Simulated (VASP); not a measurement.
Ca11CuO12 (a cell with a defect): single point with PBEsol

The system is Ca11CuO12 (a cell with a defect).

```xyz
24
Lattice="0.0000 4.7676 4.7676 4.7676 0.0000 4.7676 7.1514 7.1514 0.0000" Properties=species:S:1:pos:R:3 pbc="T T T"
O     2.3718    4.7557    4.7806
O     7.3454    4.7676    4.7830
O     7.1943    9.4857    4.7982
O     4.7638    2.2058    4.7907
O     4.7739    7.1733    4.7734
O     9.5483    7.1379    4.7904
O     4.7818    4.7690    2.3776
O     4.7791    4.7389    7.3099
O     9.5705    9.5322    7.1500
O     2.3939    2.3793    2.3764
O     7.1607    7.1190    2.4268
O     7.1387    7.1501    7.1667
Ca    7.1787   11.8729    4.8129
Ca    4.8186    9.5189    4.7829
Ca    7.1012    2.4302    4.7725
Ca    2.4551    2.3972    4.7768
Ca    7.1431    7.0921    4.7723
Ca    2.4622    4.7608    7.1414
Ca    7.1062    4.7658    7.1107
Ca    7.1418    4.7566    2.4541
Ca    4.7888    2.4084    7.1229
Ca    4.7619    7.1135    7.1819
Ca    4.7744    7.1440    2.3958
Cu    4.3518    5.1438    4.3752
```

```json
{"Program": "VASP 6.6.1", "Task": "single point", "Functional": "PBEsol", "Potentials or basis": "VASP PAW PBE potentials, release 64 (O, Ca_sv, Cu)", "Cutoff": "520 eV", "k mesh": "1 × 1 × 1, shifted", "Occupations": "fermi-dirac, width 0.05 eV", "Spin": "no spin polarisation", "Dipole correction": "no", "Charge": "-1", "Further INCAR settings": "LREAL = Auto; ALGO = Normal; EDIFF = 1e-06; NBANDS = 114; ISYM = 0; NELECT = 194.0"}
```

```yaml
Largest_force: 0.047 eV/Å
```

Forces on the atoms (eV/Å):
```
O    0.013 -0.001  0.004
O   -0.043 -0.002 -0.001
O   -0.004 -0.002 -0.002
O    0.011  0.039 -0.004
O   -0.004 -0.005  0.013
O   -0.008  0.003 -0.008
O   -0.003 -0.019 -0.007
O   -0.002  0.004 -0.027
O   -0.011 -0.001  0.011
O    0.003  0.007  0.003
O    0.008  0.007 -0.009
O    0.004 -0.003  0.007
Ca   0.000 -0.025  0.011
Ca   0.029  0.006 -0.011
Ca   0.001 -0.001  0.003
Ca  -0.012  0.007 -0.005
Ca  -0.004  0.005  0.005
Ca  -0.009  0.002  0.002
Ca  -0.004 -0.004 -0.001
Ca   0.008 -0.001 -0.010
Ca   0.002 -0.003  0.011
Ca  -0.005  0.002 -0.001
Ca  -0.001  0.014 -0.005
Cu   0.030 -0.029  0.021
```

Levels at points of the mesh, in eV from the Fermi level:
```
           k point  band 95  band 96  band 97  band 98  band 99  band 100
(0.25, 0.25, 0.25)    -1.88    -1.31    -1.31     1.39     1.69      2.05
```

It took 5.2 min on 1 thread of Intel(R) Xeon(R) Platinum 8488C (Sapphire Rapids), on a shared host, peak memory 0.46 GiB.

Caveat: the k points lie up to 1.14 Å⁻¹ apart; the cell carries a net charge on a neutralising background, which shifts energy and pressure; the cell is charged against a uniform background, so pressure and absolute levels hang on convention; the PAW data sets were made with another functional, which shifts forces and pressure a little.
